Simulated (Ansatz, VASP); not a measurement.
# One calculation of TaAgS2, two programs

Contents of INCAR:

```
SYSTEM = TaAgS2
  PREC = Accurate
  ENCUT = 600
  EDIFF = 1E-7
  ISMEAR = 0
  SIGMA = 0.1
  LREAL = .FALSE.
  LASPH = .TRUE.
  NELM = 100
  ALGO = Normal
  ISIF = 3
  LWAVE = .FALSE.
  LCHARG = .FALSE.
  GGA = PE
  IBRION = 2
  NSW = 90
  EDIFFG = -0.04
```

Contents of KPOINTS:

```
Automatic mesh
0
G
  6 6 4
  0 0 0
```

The input POSCAR:

```
TaAgS2
1.0
    3.7791366900      0.0000000000      0.0000000000
   -1.8895683500      3.2728283800      0.0000000000
    0.0000000000      0.0000000000      5.8576618700
Ta Ag S
1 1 2
Direct
    0.0000000000      0.0000000000      0.5000000000
    0.0000000000      0.0000000000      0.0000000000
    0.3333333300      0.6666666700      0.2500000000
    0.6666666700      0.3333333300      0.7500000000
```

Input for Ansatz:

```yaml
crystal:
  lattice:
    - [3.77913669, 0.0, 0.0]
    - [-1.88956835, 3.27282838, 0.0]
    - [0.0, 0.0, 5.85766187]
  atoms:
    - { symbol: Ta, position: [0.0, 0.0, 0.5] }
    - { symbol: Ag, position: [0.0, 0.0, 0.0] }
    - { symbol: S, position: [0.33333333, 0.66666667, 0.25] }
    - { symbol: S, position: [0.66666667, 0.33333333, 0.75] }
basis:
  ecutwfc: 420
kpoints:
  mp_grid: { grid: [6, 6, 4] }
hamiltonian:
  xc: pbe
scf:
  occupations: { method: gaussian, width: 0.1 }
  lower_state_search: "off"
output:
  forces: true
  stress: true
  eigenvalues: true
relax:
  adjacent_minimum: "off"
  f_tol: 0.04
  max_steps: 70
  cell: { stress_tol: 0.4 }
```

Alike in both runs: task relaxation of cell and atoms; functional PBE; k mesh 6 × 6 × 4; occupations gaussian, width 0.1 eV; no spin polarisation.

|  | VASP | Ansatz |
| --- | --- | --- |
| version | VASP 6.6.1 | Ansatz 0.2.0 |
| potentials or method | VASP PAW PBE potentials, release 64 (Ta_pv, Ag, S), cutoff 600 eV | scalar-relativistic, plane waves, PAW |
| valence electrons in the cell | 34 | 44 |

Ansatz gave:

| Item | Value |
| --- | --- |
| gap on the k mesh at the Fermi level, each at its own relaxed structure (eV) | none |
| relaxed volume (Å³/atom) | 18.35 |
| relaxed length of the cell vector where the two differ most in proportion (Å) | 7.741 |

Task: Which values does VASP return?

Result: gap on the k mesh at the Fermi level, each at its own relaxed structure (eV): none; relaxed volume (Å³/atom): 18.28; relaxed length of the cell vector where the two differ most in proportion (Å): 7.709.

A gap of «none» marks a metal or a gap that the smearing closes. VASP's potentials hold 34 valence electrons a cell and Ansatz's 44, so a difference there can come from the potentials and not from the codes.

Spin-orbit coupling is off throughout.
